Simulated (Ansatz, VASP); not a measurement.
**Two plane-wave programs on Sr**

File INCAR:

```
PREC = Accurate ; ENCUT = 520
EDIFF = 1E-6 ; ISMEAR = -1
SIGMA = 0.05 ; LREAL = False
LASPH = True ; NELM = 100
ALGO = Fast ; ISIF = 2
LWAVE = False ; LCHARG = False
GGA = PS ; NBANDS = 11
```

Contents of KPOINTS:

```
regular mesh
0
Gamma
  4 4 4
```

The input POSCAR:

```
Sr
1.0
    0.0000000000      3.0423500000      3.0423500000
    3.0423500000      0.0000000000      3.0423500000
    3.0423500000      3.0423500000      0.0000000000
Sr
1
Direct
    0.0000000000      0.0000000000      0.0000000000
```

Contents of input.yaml:

```yaml
crystal:
  lattice:
    - [0.0, 3.04235, 3.04235]
    - [3.04235, 0.0, 3.04235]
    - [3.04235, 3.04235, 0.0]
  atoms:
    - { symbol: Sr, position: [0.0, 0.0, 0.0] }
hamiltonian:
  xc: pbesol
  pseudopotentials: { kind: paw }
kpoints:
  mp_grid: { grid: [4, 4, 4] }
scf:
  occupations: { method: fermi_dirac, width: 0.05 }
  n_extra_bands: 6
output:
  forces: true
  stress: true
  eigenvalues: true
  dos: { projected: true, de: 0.05, nscf_kmesh: { grid: [6, 6, 6] } }
  write_density: true
  write_potential: true
  elf: true
  volumetric_format: npy
```

Alike in both runs: functional PBEsol; k mesh 4 × 4 × 4; occupations fermi-dirac, width 0.05 eV; no spin polarisation.

|  | VASP | Ansatz |
| --- | --- | --- |
| version | VASP 6.6.1 | Ansatz 0.2.0 |
| potentials or method | VASP PAW PBE potentials, release 64 (Sr_sv) | Ansatz PAW |
| plane-wave cutoff (eV) | 520 | 420 |
| valence electrons in the cell | 10 | 10 |
| task | single point | projected density of states |

|  | VASP | Ansatz | Ansatz less VASP |
| --- | --- | --- | --- |
| gap on the k mesh at the Fermi level (eV) | none | none | - |
| pressure (GPa) | -0.7 | -0.7 | +0.01 |

VASP's potentials were made for PBE, not for PBEsol. A gap of «none» marks a metal or a gap that the smearing closes.

The k mesh is coarse, so the values compare programs but aren't converged.
